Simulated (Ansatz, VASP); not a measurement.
## One calculation of BaTiO3, two programs

The input INCAR:

```
SYSTEM = BaTiO3
  PREC = Accurate
  ENCUT = 910
  EDIFF = 1E-6
  ISMEAR = -1
  SIGMA = 0.02
  LREAL = .False.
  LASPH = .True.
  NELM = 120
  ALGO = Normal
  ISIF = 2
  LWAVE = .False.
  LCHARG = .False.
  GGA = PE
  NBANDS = 28
  GGA_COMPAT = .False.
```

Contents of KPOINTS:

```
Automatic mesh
0
Gamma
  6 6 6
  0 0 0
```

File POSCAR:

```
BaTiO3
1.0
    3.9940959546      0.0000000000      0.0000000000
    0.0000000000      3.9940959546      0.0000000000
    0.0000000000      0.0000000000      3.9940959546
Ba Ti O
1 1 3
Direct
    0.5000000000      0.5000000000      0.5000000000
    0.0000000000      0.0000000000      0.0000000000
    0.5000000000      0.0000000000      0.0000000000
    0.0000000000      0.5000000000      0.0000000000
    0.0000000000      0.0000000000      0.5000000000
```

Input for Ansatz:

```yaml
crystal:
  lattice:
    - [3.9940959546, 0.0, 0.0]
    - [0.0, 3.9940959546, 0.0]
    - [0.0, 0.0, 3.9940959546]
  atoms:
    - { symbol: Ba, position: [0.5, 0.5, 0.5] }
    - { symbol: Ti, position: [0.0, 0.0, 0.0] }
    - { symbol: O, position: [0.5, 0.0, 0.0] }
    - { symbol: O, position: [0.0, 0.5, 0.0] }
    - { symbol: O, position: [0.0, 0.0, 0.5] }
kpoints:
  mp_grid: { grid: [6, 6, 6] }
  band_path:
    path: [[0.0, 0.0, 0.0], [0.0, 0.5, 0.0], [0.5, 0.5, 0.0], [0.5, 0.5, 0.5]]
    npoints: 1
hamiltonian:
  xc: pbe
scf:
  occupations: { method: fermi_dirac, width: 0.02 }
  n_extra_bands: 5
output:
  forces: true
  stress: true
  eigenvalues: true
```

Alike in both runs: task single point; functional PBE; k mesh 6 × 6 × 6; occupations fermi-dirac, width 0.02 eV; no spin polarisation.

```csv
,VASP,Ansatz
version,VASP 6.6.1,Ansatz 0.2.0
potentials or method,"VASP PAW PBE potentials, release 64 (Ba_sv, Ti_sv, O_h)","plane waves, PAW"
plane-wave cutoff (eV),910,420
valence electrons in the cell,40,40
```

Ansatz gave:

* gap on the k mesh at the Fermi level (eV): 1.82

Which values does VASP return?

gap on the k mesh at the Fermi level (eV): 1.76.

Neither program's run includes spin-orbit coupling. Noted on VASP's run: the cutoff is short for stress, so the pressure is rough.
